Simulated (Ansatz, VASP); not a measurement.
Cu: VASP beside Ansatz

The input INCAR:

```
SYSTEM = Cu
PREC = Accurate ; ENCUT = 520
EDIFF = 1E-6 ; ISMEAR = -1
SIGMA = 0.03 ; LREAL = .FALSE.
LASPH = .TRUE. ; NELM = 80
ALGO = Normal ; ISIF = 2
LWAVE = .FALSE. ; LCHARG = .TRUE.
GGA = PS ; LELF = .TRUE.
LVHAR = .TRUE. ; NBANDS = 12
```

The input KPOINTS:

```
Automatic mesh
0
G
  17 17 17
  0 0 0
```

POSCAR

```
Cu
1.0
    0.0000000000      1.8135050275      1.8135050275
    1.8135050275      0.0000000000      1.8135050275
    1.8135050275      1.8135050275      0.0000000000
Cu
1
Direct
    0.0000000000      0.0000000000      0.0000000000
```

Input for Ansatz:

```yaml
crystal:
  lattice:
    - [0.0, 1.8135050275, 1.8135050275]
    - [1.8135050275, 0.0, 1.8135050275]
    - [1.8135050275, 1.8135050275, 0.0]
  atoms:
    - { symbol: Cu, position: [0.0, 0.0, 0.0] }
kpoints:
  mp_grid: { grid: [17, 17, 17] }
  band_path:
    path:
      - [0.0, 0.0, 0.0]
      - [0.5, 0.0, 0.5]
      - [0.625, 0.25, 0.625]
      - [0.375, 0.375, 0.75]
      - [0.0, 0.0, 0.0]
      - [0.5, 0.5, 0.5]
      - [0.5, 0.25, 0.75]
      - [0.5, 0.0, 0.5]
    npoints: 5
scf:
  occupations: { method: fermi_dirac, width: 0.03 }
hamiltonian:
  xc: pbesol
  pseudopotentials: { kind: all_electron, lapw: { basis_error: 0.00025 } }
output:
  forces: true
  stress: true
  eigenvalues: true
```

Change from the starting cell: volume scaled by 1.01.

Alike in both runs: task single point; functional PBEsol; k mesh 17 × 17 × 17; occupations fermi-dirac, width 0.03 eV; no spin polarisation.

```csv
,VASP,Ansatz
version,VASP 6.6.1,Ansatz 0.2.0
potentials or method,"VASP PAW PBE potentials, release 64 (Cu), cutoff 520 eV","all-electron LAPW, scalar-relativistic"
```

VASP gave:

```
pressure (GPa) : -7.3
```

Task: Estimate Ansatz's values.

Result: Pressure (GPa): -8.0.

VASP's potentials were made for PBE, not for PBEsol. Ansatz ran all-electron here, and VASP with PAW potentials.
